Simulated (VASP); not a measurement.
# C (Fd-3m) in VASP: further runs

Runs on C. Level: LDA. Tasks: electric field gradients.

Everything below comes from runs of VASP 6.6.1. Logs are shortened: lines on timing, memory, paths and dates and some standing lists are left out, and cuts for length are marked.

## 1. The cell of the first run

Symmetry: Fd-3m, No. 227, cubic system. Conventional cell: a = 3.543 Å, b = 3.543 Å, c = 3.543 Å, α = 90.00°, β = 90.00°, γ = 90.00°. Within 2.0 Å of C (site symmetry -43m) lie 4 C at 1.53 Å.

## 2. Electric field gradients, LDA (volume scaled by 0.98)

INCAR

```
PREC = Accurate ; ENCUT = 520
EDIFF = 1E-8 ; ISMEAR = -1
SIGMA = 0.08 ; LREAL = F
LASPH = T ; NELM = 60
ALGO = Normal ; ISIF = 2
LWAVE = F ; LCHARG = F
LEFG = T ; NBANDS = 11
```

KPOINTS

```
Automatic mesh
0
Gamma
  20 20 20
```

POSCAR

```
C
1.0
    0.0000000000      1.7714305118      1.7714305118
    1.7714305118      0.0000000000      1.7714305118
    1.7714305118      1.7714305118      0.0000000000
C
2
Direct
    0.5000000000      0.5000000000      0.5000000000
    0.7500000000      0.7500000000      0.7500000000
```

Potentials or basis: VASP PAW LDA potentials, release 64 (C).

Run with:

```sh
$ cat potpaw_LDA.64/C/POTCAR > POTCAR
$ mpirun -np 1 vasp_std > vasp.out
```

OUTCAR:

```text
PREC = Accurate
   ENCUT = 520
   EDIFF = 1E-8
   ISMEAR = -1
   LREAL = F
   LASPH = T
   NELM = 60
   ISIF = 2

 ion  position               nearest neighbor table
   1  0.500  0.500  0.500-   2 1.53   2 1.53   2 1.53   2 1.53
   2  0.750  0.750  0.750-   1 1.53   1 1.53   1 1.53   1 1.53

  LATTYP: Found a face centered cubic cell.
 ALAT       =     3.5428610236

  Lattice vectors:

 A1 = (   0.0000000000,   1.7714305118,   1.7714305118)
 A2 = (   1.7714305118,   0.0000000000,   1.7714305118)
 A3 = (   1.7714305118,   1.7714305118,   0.0000000000)

Analysis of symmetry for initial positions (statically):
=====================================================================
 Subroutine PRICEL returns:
 Original cell was already a primitive cell.

 Routine SETGRP: Setting up the symmetry group for a
 face centered cubic supercell.

 Subroutine GETGRP returns: Found 48 space group operations
 (whereof 24 operations were pure point group operations)
 out of a pool of 48 trial point group operations.

The static configuration has the point symmetry T_d .
 The point group associated with its full space group is O_h .

Analysis of symmetry for dynamics (positions and initial velocities):
=====================================================================
 Subroutine PRICEL returns:
 Original cell was already a primitive cell.

 Routine SETGRP: Setting up the symmetry group for a
 face centered cubic supercell.

 Subroutine GETGRP returns: Found 48 space group operations
 (whereof 24 operations were pure point group operations)
 out of a pool of 48 trial point group operations.

The dynamic configuration has the point symmetry T_d .
 The point group associated with its full space group is O_h .

 Subroutine INISYM returns: Found 48 space group operations
 (whereof 24 operations are pure point group operations),
 and found     1 'primitive' translations

----------------------------------------------------------------------------------------

                                     Primitive cell

  volume of cell :      11.1174

  direct lattice vectors                    reciprocal lattice vectors
     0.000000000  1.771430512  1.771430512    -0.282257755  0.282257755  0.282257755
     1.771430512  0.000000000  1.771430512     0.282257755 -0.282257755  0.282257755
     1.771430512  1.771430512  0.000000000     0.282257755  0.282257755 -0.282257755

  length of vectors
     2.505181055  2.505181055  2.505181055     0.488884773  0.488884773  0.488884773

  position of ions in fractional coordinates (direct lattice)
     0.500000000  0.500000000  0.500000000
     0.750000000  0.750000000  0.750000000

  ion indices of the primitive-cell ions
   primitive index   ion index
                 1           1
                 2           2

----------------------------------------------------------------------------------------

 KPOINTS: Automatic mesh

Automatic generation of k-mesh.
 Grid dimensions read from file:
 generate k-points for:   20   20   20

 Generating k-lattice:

  Cartesian coordinates                     Fractional coordinates (reciprocal lattice)
    -0.014112888  0.014112888  0.014112888     0.050000000  0.000000000  0.000000000
     0.014112888 -0.014112888  0.014112888     0.000000000  0.050000000  0.000000000
     0.014112888  0.014112888 -0.014112888     0.000000000  0.000000000  0.050000000

  Length of vectors
     0.024444239  0.024444239  0.024444239

  Shift w.r.t. Gamma in fractional coordinates (k-lattice)
     0.000000000  0.000000000  0.000000000

 Subroutine IBZKPT returns following result:
 ===========================================

 Found    256 irreducible k-points:

 Following reciprocal coordinates:
            Coordinates               Weight
  0.000000  0.000000  0.000000      1.000000
  0.050000  0.000000  0.000000      8.000000
  0.100000  0.000000  0.000000      8.000000
  0.150000  0.000000  0.000000      8.000000
  0.200000  0.000000  0.000000      8.000000
  0.250000  0.000000  0.000000      8.000000
[... 16 lines left out ...]
 -0.400000  0.050000  0.000000     24.000000
 -0.350000  0.050000  0.000000     24.000000
 [... further k-points ...]
   k-points           NKPTS =    256   k-points in BZ     NKDIM =    256   number of bands    NBANDS=     11
   number of dos      NEDOS =    301   number of ions     NIONS =      2
   total plane-waves  NPLWV =   8000
   dimension x,y,z NGX =    20 NGY =   20 NGZ =   20
   dimension x,y,z NGXF=    40 NGYF=   40 NGZF=   40
   ions per type =               2
   NGX,Y,Z   is equivalent  to a cutoff of  13.27, 13.27, 13.27 a.u.
   NGXF,Y,Z  is equivalent  to a cutoff of  26.54, 26.54, 26.54 a.u.
 SYSTEM =  unknown system
   PREC   = accura    normal or accurate (medium, high low for compatibility)
   ISTART =      0    job   : 0-new  1-cont  2-samecut
   ICHARG =      2    charge: 1-file 2-atom 10-const
   ISPIN  =      1    spin polarized calculation?
   LNONCOLLINEAR =      F non collinear calculations
   LSORBIT =      F    spin-orbit coupling
   LASPH  =      T    aspherical Exc in radial PAW
   ENCUT  =  520.0 eV  38.22 Ry    6.18 a.u.   4.66  4.66  4.66*2*pi/ulx,y,z
   NELM   =     60;   NELMIN=  2; NELMDL= -5     # of ELM steps
   EDIFF  = 0.1E-07   stopping-criterion for ELM
   LREAL  =      F    real-space projection
   EDIFFG = 0.1E-06   stopping-criterion for IOM
   NSW    =      0    number of steps for IOM
   IBRION =     -1    ionic relax: 0-MD 1-quasi-New 2-CG
   NFREE  =      0    steps in history (QN), initial steepest desc. (CG)
   ISIF   =      2    stress and relaxation
   ISYM   =      2    0-nonsym 1-usesym 2-fastsym
   POTIM  = 0.5000    time-step for ionic-motion
   TEBEG  =    0.0;   TEEND  =   0.0 temperature during run
   PSTRESS=    0.0 pullay stress
   NELECT =       8.0000    total number of electrons
   NUPDOWN=      -1.0000    fix difference up-down
   EMIN   =  10.00;   EMAX   =-10.00  energy-range for DOS
   EFERMI =   0.00;   METHOD = LEGACY
   ISMEAR =    -1;   SIGMA  =   0.08  broadening in eV -4-tet -1-fermi 0-gaus
   EFERMI_NEDOS =   21; number of points for ismear=-14 and -15
   IALGO  =     38    algorithm
   IMIX   =      4    mixing-type and parameters
     AMIX     =   0.40;   BMIX     =  1.00
     AMIX_MAG =   1.60;   BMIX_MAG =  1.00
  volume/ion in A,a.u.               =       5.56        37.51
  Fermi-wavevector in a.u.,A,eV,Ry     =   1.467025  2.772274 29.281927  2.152161
  Thomas-Fermi vector in A             =   2.582692
   LORBIT       =      0    0 simple, 1 ext, 2 COOP (PROOUT), +10 PAW based schemes
   GGA     = CA    functional components
   LHFCALC =     F    Hartree Fock is set to
   AEXX    =    0.0000 exact exchange contribution
   IVDW    =     0    specifies the selected vdW correction
   LEPSILON=     F    determine dielectric tensor
   LRPA    =     F    only Hartree local field effects (RPA)
 non-spin polarized calculation
  energy-cutoff  :      520.00
  volume of cell :       11.12
 maximum number of plane-waves:       311
   NGX =  9   NGY =  9   NGZ =  9

 number of electron       7.9999999 magnetization

 Free energy of the ion-electron system (eV)
  ---------------------------------------------------
  ext. energy  EPLUGINS =         0.00000000
  ---------------------------------------------------
  free energy    TOTEN  =       -20.24506041 eV

  energy without entropy =      -20.24506041  energy(sigma->0) =      -20.24506041

 E-fermi :  11.4219     XC(G=0): -13.5973

 val. band max:       10.0208582653   @ k =   0.0000   0.0000   0.0000
 cond. band min:      14.1725201151   @ k =   0.3500   0.3500   0.0000
 fundamental gap:      4.1516618498
 Fermi energy:        11.4218611240

 k-point     1 :       0.0000    0.0000    0.0000
  band No.  band energies     occupation
      1     -11.5682      2.00000
      2      10.0209      2.00000
      3      10.0209      2.00000
      4      10.0209      2.00000
      5      15.6201      0.00000
      6      15.6201      0.00000
      7      15.6201      0.00000
      8      24.0406      0.00000
      9      29.2907      0.00000
     10      36.8770      0.00000
     11      36.8770      0.00000
[... 309 lines left out ...]
 k-point    24 :      -0.3500    0.0500    0.0000
  band No.  band energies     occupation
      1      -7.8261      2.00000
      2      -0.4308      2.00000
      3       6.9696      2.00000
      4       7.6387      2.00000
      5      18.3244      0.00000
      6      18.6357      0.00000
      7      19.2630      0.00000
      8      25.3458      0.00000
      9      31.0777      0.00000
     10      32.9757      0.00000
     11      34.4942      0.00000

 [... further k-points ...]

------------------------ aborting loop because EDIFF is reached ----------------------------------------

  FORCE on cell =-STRESS in cart. coord.  units (eV):
  Direction    XX          YY          ZZ          XY          YZ          ZX
  --------------------------------------------------------------------------------------
  -------------------------------------------------------------------------------------
  Total       -0.1915490     -0.1915490     -0.1915490     -0.0000000     -0.0000000      0.0000000
  in kB      -27.6050217    -27.6050217    -27.6050217     -0.0000000     -0.0000000      0.0000000
  external PRESSURE =     -27.6050217 kB  Pullay stress =       0.0000000 kB

 VOLUME and BASIS-vectors are now :
 -----------------------------------------------------------------------------
  energy-cutoff  :      520.00
  volume of cell :       11.12
      direct lattice vectors                 reciprocal lattice vectors
     0.000000000  1.771430512  1.771430512    -0.282257755  0.282257755  0.282257755
     1.771430512  0.000000000  1.771430512     0.282257755 -0.282257755  0.282257755
     1.771430512  1.771430512  0.000000000     0.282257755  0.282257755 -0.282257755

 POSITION                                       TOTAL-FORCE (eV/Angst)
 -----------------------------------------------------------------------------------
      1.77143      1.77143      1.77143         0.000000      0.000000      0.000000
      2.65715      2.65715      2.65715        -0.000000     -0.000000     -0.000000
 -----------------------------------------------------------------------------------
    total drift:                               -0.000000     -0.000000      0.000000

  FREE ENERGIE OF THE ION-ELECTRON SYSTEM (eV)
  ---------------------------------------------------
  free  energy   TOTEN  =       -20.2450604100 eV

  energy  without entropy=      -20.2450604099  energy(sigma->0) =      -20.24506041

 Electric field gradients (V/A^2)
---------------------------------------------------------------------
 ion       V_xx      V_yy      V_zz      V_xy      V_xz      V_yz
---------------------------------------------------------------------
   1      -0.000     0.000    -0.000    -0.000    -0.000    -0.000
   2      -0.000     0.000    -0.000    -0.000    -0.000    -0.000
---------------------------------------------------------------------

 Electric field gradients after diagonalization (V/A^2)
 (convention: |V_zz| > |V_xx| > |V_yy|)
----------------------------------------------------------------------
 ion       V_xx      V_yy      V_zz     asymmetry (V_yy - V_xx)/ V_zz
----------------------------------------------------------------------
   1       0.000     0.000    -0.000       0.000
   2       0.000     0.000    -0.000       0.000
----------------------------------------------------------------------

           NMR quadrupolar parameters

 Cq : quadrupolar parameter    Cq=e*Q*V_zz/h
 eta: asymmetry parameters     (V_yy - V_xx)/ V_zz
 Q  : nuclear electric quadrupole moment in mb (millibarn)
----------------------------------------------------------------------
 ion       Cq(MHz)       eta       Q (mb)
----------------------------------------------------------------------
   1      -0.000       0.000       1.000
   2      -0.000       0.000       1.000
----------------------------------------------------------------------
```

Wall time 47 s (1 thread of Intel Xeon 8259CL, shared host); peak memory 0.13 GiB.

Results:

```yaml
Free_energy: -20.2451 eV
Pressure: -2.8 GPa
Band_gap_on_the_k_mesh: 4.15 eV, indirect (least direct gap 5.60 eV)
```

Caveat: the cell differs from its parent crystal (volume scaled by 0.98); without QUAD_EFG the Cq values of the log hold for a quadrupole moment of 1 mb, not for the nuclei. A k mesh can miss the band edges.

## 3. Electric field gradients, LDA

This run uses another cell than the first one, of 5.67 Å³/atom, 1.020 times its volume.

INCAR

```
PREC = Accurate
ENCUT = 520
EDIFF = 1E-8
ISMEAR = -1
SIGMA = 0.08
LREAL = F
LASPH = T
NELM = 60
ALGO = Normal
ISIF = 2
LWAVE = F
LCHARG = F
LEFG = T
NBANDS = 11
```

KPOINTS

```
regular mesh
0
Gamma
  20 20 20
```

POSCAR

```
C
1.0
    0.0000000000      1.7834000000      1.7834000000
    1.7834000000      0.0000000000      1.7834000000
    1.7834000000      1.7834000000      0.0000000000
C
2
Direct
    0.5000000000      0.5000000000      0.5000000000
    0.7500000000      0.7500000000      0.7500000000
```

Potentials or basis: VASP PAW LDA potentials, release 64 (C).

Run with:

```sh
$ cat potpaw_LDA.64/C/POTCAR > POTCAR
$ mpirun -np 1 vasp_std > vasp.out
```

OUTCAR:

```text
PREC = Accurate
   ENCUT = 520
   EDIFF = 1E-8
   ISMEAR = -1
   LREAL = F
   LASPH = T
   NELM = 60
   ISIF = 2

 ion  position               nearest neighbor table
   1  0.500  0.500  0.500-   2 1.54   2 1.54   2 1.54   2 1.54
   2  0.750  0.750  0.750-   1 1.54   1 1.54   1 1.54   1 1.54

  LATTYP: Found a face centered cubic cell.
 ALAT       =     3.5668000000

  Lattice vectors:

 A1 = (   0.0000000000,   1.7834000000,   1.7834000000)
 A2 = (   1.7834000000,   0.0000000000,   1.7834000000)
 A3 = (   1.7834000000,   1.7834000000,   0.0000000000)

Analysis of symmetry for initial positions (statically):
=====================================================================
 Subroutine PRICEL returns:
 Original cell was already a primitive cell.

 Routine SETGRP: Setting up the symmetry group for a
 face centered cubic supercell.

 Subroutine GETGRP returns: Found 48 space group operations
 (whereof 24 operations were pure point group operations)
[... 525 lines left out ...]
     0.000000000  1.783400000  1.783400000    -0.280363351  0.280363351  0.280363351
     1.783400000  0.000000000  1.783400000     0.280363351 -0.280363351  0.280363351
     1.783400000  1.783400000  0.000000000     0.280363351  0.280363351 -0.280363351

 POSITION                                       TOTAL-FORCE (eV/Angst)
 -----------------------------------------------------------------------------------
      1.78340      1.78340      1.78340        -0.000000     -0.000000     -0.000000
      2.67510      2.67510      2.67510         0.000000      0.000000      0.000000
 -----------------------------------------------------------------------------------
    total drift:                                0.000000     -0.000000      0.000000

  FREE ENERGIE OF THE ION-ELECTRON SYSTEM (eV)
  ---------------------------------------------------
  free  energy   TOTEN  =       -20.2352149592 eV

  energy  without entropy=      -20.2352149591  energy(sigma->0) =      -20.23521496

 Electric field gradients (V/A^2)
---------------------------------------------------------------------
 ion       V_xx      V_yy      V_zz      V_xy      V_xz      V_yz
---------------------------------------------------------------------
   1       0.000     0.000    -0.000    -0.000    -0.000    -0.000
   2       0.000     0.000    -0.000    -0.000    -0.000    -0.000
---------------------------------------------------------------------

 Electric field gradients after diagonalization (V/A^2)
 (convention: |V_zz| > |V_xx| > |V_yy|)
----------------------------------------------------------------------
 ion       V_xx      V_yy      V_zz     asymmetry (V_yy - V_xx)/ V_zz
----------------------------------------------------------------------
   1       0.000     0.000    -0.000       0.000
   2       0.000     0.000    -0.000       0.000
----------------------------------------------------------------------

           NMR quadrupolar parameters

 Cq : quadrupolar parameter    Cq=e*Q*V_zz/h
 eta: asymmetry parameters     (V_yy - V_xx)/ V_zz
 Q  : nuclear electric quadrupole moment in mb (millibarn)
----------------------------------------------------------------------
 ion       Cq(MHz)       eta       Q (mb)
----------------------------------------------------------------------
   1      -0.000       0.000       1.000
   2      -0.000       0.000       1.000
----------------------------------------------------------------------
```

It took 46 s on 1 thread of Intel Xeon 8259CL, shared host; peak memory 0.13 GiB.

Results:

- Free energy: -20.2352 eV
- Pressure: -11.7 GPa
- Band gap on the k mesh: 4.10 eV, indirect (least direct gap 5.54 eV)

Caveat: without QUAD_EFG the Cq values of the log hold for a quadrupole moment of 1 mb, not for the nuclei.
